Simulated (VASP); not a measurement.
# HfO2 (Fm-3m) in VASP: a series of runs

Aim: see how the results for HfO2 move with the level of theory and the settings. Levels: PBE-based screened hybrid with 25 % exact exchange, PBE0. Tasks: single point.

Program: VASP 6.6.1. These are calculated values, not measurements. Logs are shortened: lines on timing, memory, paths and dates and some standing lists are left out, and cuts for length are marked.

**1. The cell of the first run**

It takes space group Fm-3m (No. 225, cubic). Conventional cell: a = 5.115 Å, b = 5.115 Å, c = 5.115 Å, α = 90.00°, β = 90.00°, γ = 90.00°. Within 2.9 Å of Hf (site symmetry m-3m) lie 8 O at 2.21 Å. O (site symmetry -43m) has 4 Hf at 2.21 Å and 6 O at 2.56 Å within 2.9 Å.

**2. Single point, PBE-based screened hybrid with 25 % exact exchange**

File POSCAR:

```
HfO2
1.0
    0.0000000000      2.5575000000      2.5575000000
    2.5575000000      0.0000000000      2.5575000000
    2.5575000000      2.5575000000      0.0000000000
Hf O
1 2
Direct
    0.0000000000      0.0000000000      0.0000000000
    0.7500000000      0.7500000000      0.7500000000
    0.2500000000      0.2500000000      0.2500000000
```

File INCAR.step1:

```
PREC = Accurate ; ENCUT = 520
EDIFF = 1E-5 ; ISMEAR = -1
SIGMA = 0.05 ; LREAL = False
LASPH = True ; NELM = 60
ALGO = Normal ; ISIF = 2
LWAVE = True ; LCHARG = False
NBANDS = 18 ; GGA = PE
```

File INCAR.step2:

```
PREC = Accurate ; ENCUT = 520
EDIFF = 1E-6 ; ISMEAR = -1
SIGMA = 0.05 ; LREAL = False
LASPH = True ; NELM = 60
ALGO = Normal ; ISIF = 2
LWAVE = False ; LCHARG = False
GGA = PE ; LHFCALC = True
AEXX = 0.25 ; HFSCREEN = 0.3
PRECFOCK = Normal ; NBANDS = 18
ISTART = 1
```

File KPOINTS:

```
Automatic mesh
0
Gamma
  5 5 5
```

Potentials or basis: VASP PAW PBE potentials, release 64 (Hf_pv, O).

Started as:

```sh
$ cat potpaw_PBE.64/Hf_pv/POTCAR potpaw_PBE.64/O/POTCAR > POTCAR
$ cp INCAR.step1 INCAR
$ mpirun -np 1 vasp_std > vasp.out
$ cp INCAR.step2 INCAR
$ mpirun -np 1 vasp_std > vasp.out
```

OUTCAR:

```text
PREC = Accurate
   ENCUT = 520
   EDIFF = 1E-6
   ISMEAR = -1
   LREAL = False
   LASPH = True
   NELM = 60
   ISIF = 2
   GGA = PE
   LHFCALC = True
   AEXX = 0.25
   HFSCREEN = 0.3
   PRECFOCK = Normal
   ISTART = 1

 ion  position               nearest neighbor table
   1  0.000  0.000  0.000-   2 2.21   2 2.21   2 2.21   2 2.21   3 2.21   3 2.21   3 2.21   3 2.21

   2  0.750  0.750  0.750-   1 2.21   1 2.21   1 2.21   1 2.21
   3  0.250  0.250  0.250-   1 2.21   1 2.21   1 2.21   1 2.21

  LATTYP: Found a face centered cubic cell.
 ALAT       =     5.1150000000

  Lattice vectors:

 A1 = (   0.0000000000,   2.5575000000,   2.5575000000)
 A2 = (   2.5575000000,   0.0000000000,   2.5575000000)
 A3 = (   2.5575000000,   2.5575000000,   0.0000000000)

Analysis of symmetry for initial positions (statically):
=====================================================================
 Subroutine PRICEL returns:
 Original cell was already a primitive cell.

 Routine SETGRP: Setting up the symmetry group for a
 face centered cubic supercell.

 Subroutine GETGRP returns: Found 48 space group operations
 (whereof 48 operations were pure point group operations)
 out of a pool of 48 trial point group operations.

The static configuration has the point symmetry O_h .

Analysis of symmetry for dynamics (positions and initial velocities):
=====================================================================
 Subroutine PRICEL returns:
 Original cell was already a primitive cell.

 Routine SETGRP: Setting up the symmetry group for a
 face centered cubic supercell.

 Subroutine GETGRP returns: Found 48 space group operations
 (whereof 48 operations were pure point group operations)
 out of a pool of 48 trial point group operations.

The dynamic configuration has the point symmetry O_h .

 Subroutine INISYM returns: Found 48 space group operations
 (whereof 48 operations are pure point group operations),
 and found     1 'primitive' translations

[... 80 lines left out ...]
   NELM   =     60;   NELMIN=  2; NELMDL=  0     # of ELM steps
   EDIFF  = 0.1E-05   stopping-criterion for ELM
   LREAL  =      F    real-space projection
   EDIFFG = 0.1E-04   stopping-criterion for IOM
   NSW    =      0    number of steps for IOM
   IBRION =     -1    ionic relax: 0-MD 1-quasi-New 2-CG
   NFREE  =      0    steps in history (QN), initial steepest desc. (CG)
   ISIF   =      2    stress and relaxation
   ISYM   =      3    0-nonsym 1-usesym 2-fastsym
   POTIM  = 0.5000    time-step for ionic-motion
   TEBEG  =    0.0;   TEEND  =   0.0 temperature during run
   PSTRESS=    0.0 pullay stress
   NELECT =      22.0000    total number of electrons
   NUPDOWN=      -1.0000    fix difference up-down
   EMIN   =  10.00;   EMAX   =-10.00  energy-range for DOS
   EFERMI =   0.00;   METHOD = LEGACY
   ISMEAR =    -1;   SIGMA  =   0.05  broadening in eV -4-tet -1-fermi 0-gaus
   EFERMI_NEDOS =   21; number of points for ismear=-14 and -15
   IALGO  =     38    algorithm
   IMIX   =      1    mixing-type and parameters
     AMIX     =   0.40;   BMIX     =  1.00
     AMIX_MAG =   1.60;   BMIX_MAG =  1.00
  volume/ion in A,a.u.               =      11.15        75.26
  Fermi-wavevector in a.u.,A,eV,Ry     =   1.423607  2.690227 27.574337  2.026657
  Thomas-Fermi vector in A             =   2.544186
   LORBIT       =      0    0 simple, 1 ext, 2 COOP (PROOUT), +10 PAW based schemes
   GGA     = PE    functional components
   LHFCALC =     T    Hartree Fock is set to
   PRECFOCK=normal    Normal, Fast or Accurate (Low or Medium for compatibility)
   ENCUT4O =  -1.0   cutoff for four orbital integrals eV
   NKREDX  =     1    reduce k-point grid by
   NKREDY  =     1    reduce k-point grid by
   NKREDZ  =     1    reduce k-point grid by
   AEXX    =    0.2500 exact exchange contribution
   HFSCREEN=    0.3000 screening length (either q_TF or 0.3 A-1)
   HFSCREENC=   0.3000 screening length for correlation (either q_TF or 0.3 A-1)
   ENCUTFOCK=  -1.0 apply spherical cutoff to Coloumb kernel
   IVDW    =     0    specifies the selected vdW correction
   LEPSILON=     F    determine dielectric tensor
   LRPA    =     F    only Hartree local field effects (RPA)
 non-spin polarized calculation
  energy-cutoff  :      520.00
  volume of cell :       33.46
 maximum number of plane-waves:       914
  NGX = 24; NGY = 24; NGZ = 24

 number of electron      21.9999993 magnetization

 Free energy of the ion-electron system (eV)
  ---------------------------------------------------
  ext. energy  EPLUGINS =         0.00000000
  ---------------------------------------------------
  free energy    TOTEN  =       -35.37292306 eV

  energy without entropy =      -35.37292306  energy(sigma->0) =      -35.37292306

 E-fermi :   4.1577     XC(G=0):  -9.7353

 val. band max:        2.9518044936   @ k =  -0.4000   0.4000   0.0000
 cond. band min:       8.2918776998   @ k =   0.0000   0.0000   0.0000
 fundamental gap:      5.3400732062
 Fermi energy:         4.1576695086

 k-point     1 :       0.0000    0.0000    0.0000
  band No.  band energies     occupation
      1     -28.1278      2.00000
      2     -28.1278      2.00000
      3     -28.1278      2.00000
      4     -17.0697      2.00000
      5     -14.0154      2.00000
      6      -2.4103      2.00000
[... 187 lines left out ...]
      5     -15.1018      2.00000
      6      -2.3286      2.00000
[... 10 lines left out ...]
     17      16.4202      0.00000
     18      18.3156      0.00000

------------------------ aborting loop because EDIFF is reached ----------------------------------------

  FORCE on cell =-STRESS in cart. coord.  units (eV):
  Direction    XX          YY          ZZ          XY          YZ          ZX
  --------------------------------------------------------------------------------------
  -------------------------------------------------------------------------------------
  Total       -2.7065797     -2.7065797     -2.7065797     -0.0000000      0.0000000     -0.0000000
  in kB     -129.6147678   -129.6147678   -129.6147678     -0.0000000      0.0000000     -0.0000000
  external PRESSURE =    -129.6147678 kB  Pullay stress =       0.0000000 kB

 VOLUME and BASIS-vectors are now :
 -----------------------------------------------------------------------------
  energy-cutoff  :      520.00
  volume of cell :       33.46
      direct lattice vectors                 reciprocal lattice vectors
     0.000000000  2.557500000  2.557500000    -0.195503421  0.195503421  0.195503421
     2.557500000  0.000000000  2.557500000     0.195503421 -0.195503421  0.195503421
     2.557500000  2.557500000  0.000000000     0.195503421  0.195503421 -0.195503421

 POSITION                                       TOTAL-FORCE (eV/Angst)
 -----------------------------------------------------------------------------------
      0.00000      0.00000      0.00000        -0.000000     -0.000000      0.000000
      3.83625      3.83625      3.83625         0.000000      0.000000      0.000000
      1.27875      1.27875      1.27875        -0.000000     -0.000000     -0.000000
 -----------------------------------------------------------------------------------
    total drift:                                0.000000     -0.000001     -0.000000

  FREE ENERGIE OF THE ION-ELECTRON SYSTEM (eV)
  ---------------------------------------------------
  free  energy   TOTEN  =       -35.3729230573 eV

  energy  without entropy=      -35.3729230573  energy(sigma->0) =      -35.37292306
```

Wall time 16 min (1 thread of Intel Xeon Platinum 8559C (Emerald Rapids), shared host); peak memory 0.26 GiB.

Results:

```yaml
Free_energy: -35.3729 eV
Pressure: -13.0 GPa
Band_gap_on_the_k_mesh: 5.34 eV (least direct gap 5.64 eV)
```

Caveat: the k points lie up to 0.43 Å⁻¹ apart; the PAW data sets were made with another functional, which shifts forces and pressure a little; spin-orbit coupling is left out, which moves the levels of the heavy elements; an odd mesh through Γ misses points on the zone boundary, where band edges can lie.

**3. Single point, PBE0**

This run uses another cell than the first one, of 10.78 Å³/atom.

File POSCAR:

```
HfO2
1.0
    0.0000000000      2.5284563287      2.5284563287
    2.5284563287      0.0000000000      2.5284563287
    2.5284563287      2.5284563287      0.0000000000
Hf O
1 2
Direct
    0.0000000000      0.0000000000      0.0000000000
    0.7500000000      0.7500000000      0.7500000000
    0.2500000000      0.2500000000      0.2500000000
```

File INCAR.step1:

```
SYSTEM = HfO2
PREC = Accurate ; ENCUT = 520
EDIFF = 1E-5 ; ISMEAR = -1
SIGMA = 0.05 ; LREAL = .False.
LASPH = .True. ; NELM = 100
ALGO = Normal ; ISIF = 2
LWAVE = .True. ; NBANDS = 18
GGA = PE
```

File INCAR.step2:

```
SYSTEM = HfO2
PREC = Accurate ; ENCUT = 520
EDIFF = 1E-6 ; ISMEAR = -1
SIGMA = 0.05 ; LREAL = .False.
LASPH = .True. ; NELM = 100
ALGO = Normal ; ISIF = 2
LWAVE = .False. ; LCHARG = .True.
GGA = PE ; LHFCALC = .True.
AEXX = 0.25 ; PRECFOCK = Normal
LELF = .True. ; LVHAR = .True.
NBANDS = 18 ; ISTART = 1
```

File KPOINTS:

```
regular mesh
0
Gamma
  4 4 4
  0 0 0
```

Potentials or basis: VASP PAW PBE potentials, release 64 (Hf_pv, O).

Started as:

```sh
$ cat potpaw_PBE.64/Hf_pv/POTCAR potpaw_PBE.64/O/POTCAR > POTCAR
$ cp INCAR.step1 INCAR
$ mpirun -np 1 vasp_std > vasp.out
$ cp INCAR.step2 INCAR
$ mpirun -np 1 vasp_std > vasp.out
```

OUTCAR:

```text
SYSTEM = HfO2
   PREC = Accurate
   ENCUT = 520
   EDIFF = 1E-6
   ISMEAR = -1
   LREAL = .False.
   LASPH = .True.
   NELM = 100
   ISIF = 2
   GGA = PE
   LHFCALC = .True.
   AEXX = 0.25
   PRECFOCK = Normal
   ISTART = 1

 ion  position               nearest neighbor table
   1  0.000  0.000  0.000-   2 2.19   2 2.19   2 2.19   2 2.19   3 2.19   3 2.19   3 2.19   3 2.19

   2  0.750  0.750  0.750-   1 2.19   1 2.19   1 2.19   1 2.19
   3  0.250  0.250  0.250-   1 2.19   1 2.19   1 2.19   1 2.19

  LATTYP: Found a face centered cubic cell.
 ALAT       =     5.0569126574

  Lattice vectors:

 A1 = (   0.0000000000,   2.5284563287,   2.5284563287)
 A2 = (   2.5284563287,   0.0000000000,   2.5284563287)
 A3 = (   2.5284563287,   2.5284563287,   0.0000000000)

Analysis of symmetry for initial positions (statically):
=====================================================================
 Subroutine PRICEL returns:
 Original cell was already a primitive cell.
[... 158 lines left out ...]
  ---------------------------------------------------
  free energy    TOTEN  =       -38.43961909 eV

  energy without entropy =      -38.43961909  energy(sigma->0) =      -38.43961909

 E-fermi :   4.1122     XC(G=0):  -9.3299

 val. band max:        2.9028254347   @ k =   0.5000   0.5000   0.0000
 cond. band min:       9.0484960254   @ k =   0.5000   0.5000   0.0000
 fundamental gap:      6.1456705908
 Fermi energy:         4.1121752212

 k-point     1 :       0.0000    0.0000    0.0000
  band No.  band energies     occupation
      1     -28.2689      2.00000
      2     -28.2689      2.00000
      3     -28.2689      2.00000
      4     -17.6182      2.00000
      5     -14.3705      2.00000
      6      -2.9512      2.00000
[... 145 lines left out ...]
      5     -15.4846      2.00000
      6      -2.8848      2.00000
[... 10 lines left out ...]
     17      18.3895      0.00000
     18      19.3738      0.00000

------------------------ aborting loop because EDIFF is reached ----------------------------------------

  FORCE on cell =-STRESS in cart. coord.  units (eV):
  Direction    XX          YY          ZZ          XY          YZ          ZX
  --------------------------------------------------------------------------------------
  -------------------------------------------------------------------------------------
  Total       -1.0349751     -1.0349751     -1.0349751      0.0000000      0.0000000     -0.0000000
  in kB      -51.2913481    -51.2913481    -51.2913481      0.0000000      0.0000000     -0.0000000
  external PRESSURE =     -51.2913481 kB  Pullay stress =       0.0000000 kB

 VOLUME and BASIS-vectors are now :
 -----------------------------------------------------------------------------
  energy-cutoff  :      520.00
  volume of cell :       32.33
      direct lattice vectors                 reciprocal lattice vectors
     0.000000000  2.528456329  2.528456329    -0.197749114  0.197749114  0.197749114
     2.528456329  0.000000000  2.528456329     0.197749114 -0.197749114  0.197749114
     2.528456329  2.528456329  0.000000000     0.197749114  0.197749114 -0.197749114

 POSITION                                       TOTAL-FORCE (eV/Angst)
 -----------------------------------------------------------------------------------
      0.00000      0.00000      0.00000        -0.000000      0.000000     -0.000000
      3.79268      3.79268      3.79268         0.000000      0.000000      0.000000
      1.26423      1.26423      1.26423        -0.000000     -0.000000     -0.000000
 -----------------------------------------------------------------------------------
    total drift:                               -0.000000     -0.000000     -0.000000

  FREE ENERGIE OF THE ION-ELECTRON SYSTEM (eV)
  ---------------------------------------------------
  free  energy   TOTEN  =       -38.4396190857 eV

  energy  without entropy=      -38.4396190857  energy(sigma->0) =      -38.43961909
```

OUTCAR.step1:

```text
SYSTEM = HfO2
   PREC = Accurate
   ENCUT = 520
   EDIFF = 1E-5
   ISMEAR = -1
   LREAL = .False.
   LASPH = .True.
[... 374 lines left out ...]
      0.00000      0.00000      0.00000         0.000000      0.000000     -0.000000
      3.79268      3.79268      3.79268         0.000000      0.000000      0.000000
      1.26423      1.26423      1.26423        -0.000000     -0.000000     -0.000000
 -----------------------------------------------------------------------------------
    total drift:                                0.000000      0.000000      0.000000

  FREE ENERGIE OF THE ION-ELECTRON SYSTEM (eV)
  ---------------------------------------------------
  free  energy   TOTEN  =       -30.2447125062 eV

  energy  without entropy=      -30.2447125061  energy(sigma->0) =      -30.24471251
```

It took 11 min on 1 thread of Intel Xeon 8259CL, shared host; peak memory 0.16 GiB.

Results:

* Free energy: -38.4396 eV
* Pressure: -5.1 GPa
* Band gap on the k mesh: 6.15 eV

Levels at points of the mesh, in eV from the valence-band top:
```
           k point  band 8  band 9  band 10  band 11  band 12  band 13  band 14  band 15
(0.00, 0.00, 0.00)   -5.85   -0.68    -0.68    -0.68     6.27     6.27     8.23    13.29
(0.50, 0.00, 0.00)   -3.33   -2.98    -2.03    -2.03     7.07     7.07     9.55    11.48
(0.50, 0.50, 0.00)   -3.82   -1.67    -1.67     0.00     6.15     8.10     9.16    10.76
```

Caveat: the k points lie up to 0.54 Å⁻¹ apart; the PAW data sets were made with another functional, which shifts forces and pressure a little; spin-orbit coupling is left out, which moves the levels of the heavy elements.
